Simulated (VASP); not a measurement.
Set up this calculation in VASP 6.6.1, as the native input.

```
Task                   : single point
Functional             : PBE
Potentials or basis    : VASP PAW PBE potentials, release 64 (Ta_pv, N)
Cutoff                 : 520 eV
k mesh                 : 8 × 8 × 6
Occupations            : fermi-dirac, width 0.05 eV
Spin                   : no spin polarisation
Dipole correction      : no
Further INCAR settings : ALGO = Normal; EDIFF = 1e-06; NBANDS = 24
```

The structure of TaN lies in POSCAR:

```
TaN
1.0
    3.3531822282      0.0000000000      0.0000000000
    0.0000000000      3.3531822282      0.0000000000
    0.0000000000      0.0000000000      4.9096991783
Ta N
2 2
Direct
    0.0000000000      0.0000000000      0.0000000000
    0.5000000000      0.5000000000      0.0000000000
    0.5000000000      0.0000000000      0.2670000000
    0.0000000000      0.5000000000      0.7330000000
```

One way to write it, as run:

INCAR

```
SYSTEM = TaN
  PREC = Accurate
  ENCUT = 520
  EDIFF = 1E-6
  ISMEAR = -1
  SIGMA = 0.05
  LREAL = .FALSE.
  LASPH = .TRUE.
  NELM = 100
  ALGO = Normal
  ISIF = 2
  LWAVE = .FALSE.
  LCHARG = .FALSE.
  GGA = PE
  NBANDS = 24
```

KPOINTS

```
regular mesh
0
G
  8 8 6
  0 0 0
```

Potentials or basis: VASP PAW PBE potentials, release 64 (Ta_pv, N).

Run with:

```bash
$ cat potpaw_PBE.64/Ta_pv/POTCAR potpaw_PBE.64/N/POTCAR > POTCAR
$ mpirun -np 1 vasp_std > vasp.out
```

Results of the run:

```yaml
Pressure: 52.1 GPa
Largest_force: 1.780 eV/Å
Band_gap_on_the_k_mesh: zero (band 16 reaches 5.48 eV, above the bottom of band 17 at 3.35 eV)
```

Caveat: spin-orbit coupling is left out, which moves the levels of the heavy elements; forces of over 1 eV/Å act on the atoms, so gaps and moduli don't describe the material at rest.

Run time: 31 s on 1 thread of Intel(R) Xeon(R) 6975P-C (Granite Rapids), on a shared host, peak memory 0.21 GiB.
